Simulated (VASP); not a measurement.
Ca, 1 atom in the cell. Symmetry: I4/mmm, No. 139, tetragonal system. Conventional cell: a = 4.410 Å, b = 4.410 Å, c = 4.392 Å, α = 90.00°, β = 90.00°, γ = 90.00°. Within 5.0 Å of Ca (site symmetry 4/mmm) lie 14 Ca at 3.81 to 4.41 Å. This isn't the form of Ca at room conditions, which is fcc.

| Item | Value |
| --- | --- |
| Program | VASP 6.6.1 |
| Task | single point |
| Functional | PBE |
| Dispersion | D4 |
| Potentials or basis | VASP PAW PBE potentials, release 64 (Ca_sv) |
| Cutoff | 520 eV |
| k mesh | 6 × 6 × 6 |
| Occupations | gaussian, width 0.05 eV |
| Spin | no spin polarisation |
| Dipole correction | no |
| Further INCAR settings | ALGO = Fast; EDIFF = 1e-06; NBANDS = 11 |

Potentials or basis: VASP PAW PBE potentials, release 64 (Ca_sv).

Run with:

```bash
$ cat potpaw_PBE.64/Ca_sv/POTCAR > POTCAR
$ mpirun -np 1 vasp_std > vasp.out
```

Hardware: 1 thread of Intel(R) Xeon(R) 6975P-C (Granite Rapids), on a shared host.

Problem. Estimate the wall time of this run.

Solution. Wall time 9.2 s on 1 thread of Intel(R) Xeon(R) 6975P-C (Granite Rapids), with other jobs on the host, peak memory 0.15 GiB. Counts: scf iterations 14, k points 30.
